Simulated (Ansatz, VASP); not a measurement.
Two plane-wave programs on S

File INCAR:

```
SYSTEM = S
ALGO = Normal ; EDIFF = 1E-8
ENCUT = 520 ; GGA = PE
ISIF = 2 ; ISMEAR = -1
LASPH = .TRUE. ; LCHARG = .FALSE.
LEFG = .TRUE. ; LREAL = .FALSE.
LWAVE = .FALSE. ; NBANDS = 13
NELM = 100 ; PREC = Accurate
SIGMA = 0.05
```

File KPOINTS:

```
k-points
0
G
  12 12 12
  0 0 0
```

File POSCAR:

```
S
1.0
    0.0000000000      2.8569568543      2.8569568543
    2.8569568543      0.0000000000      2.8569568543
    2.8569568543      2.8569568543      0.0000000000
S
2
Direct
    0.0000000000      0.0000000000      0.0000000000
    0.2500000000      0.2500000000      0.2500000000
```

Input for Ansatz:

```yaml
crystal:
  lattice:
    - [0.0, 2.8569568543, 2.8569568543]
    - [2.8569568543, 0.0, 2.8569568543]
    - [2.8569568543, 2.8569568543, 0.0]
  atoms:
    - { symbol: S, position: [0.0, 0.0, 0.0] }
    - { symbol: S, position: [0.25, 0.25, 0.25] }
kpoints:
  mp_grid: { grid: [12, 12, 12] }
scf:
  occupations: { method: fermi_dirac, width: 0.05 }
hamiltonian:
  xc: pbe
  pseudopotentials: { kind: paw }
output:
  forces: true
  stress: true
  eigenvalues: true
  efg: { contact_densities: true }
```

Change from the starting cell: volume scaled by 0.96, PAW files.

Alike in both runs: task electric field gradients; functional PBE; k mesh 12 × 12 × 12; occupations fermi-dirac, width 0.05 eV; no spin polarisation.

|  | VASP | Ansatz |
| --- | --- | --- |
| version | VASP 6.6.1 | Ansatz 0.2.0 |
| potentials or method | VASP PAW PBE potentials, release 64 (S) | PAW with Ansatz's default frozen-core files, scalar-relativistic |
| plane-wave cutoff (eV) | 520 | 420 |
| valence electrons in the cell | 12 | 12 |

|  | VASP | Ansatz | Ansatz less VASP |
| --- | --- | --- | --- |
| pressure (GPa) | 1.8 | 1.9 | +0.08 |
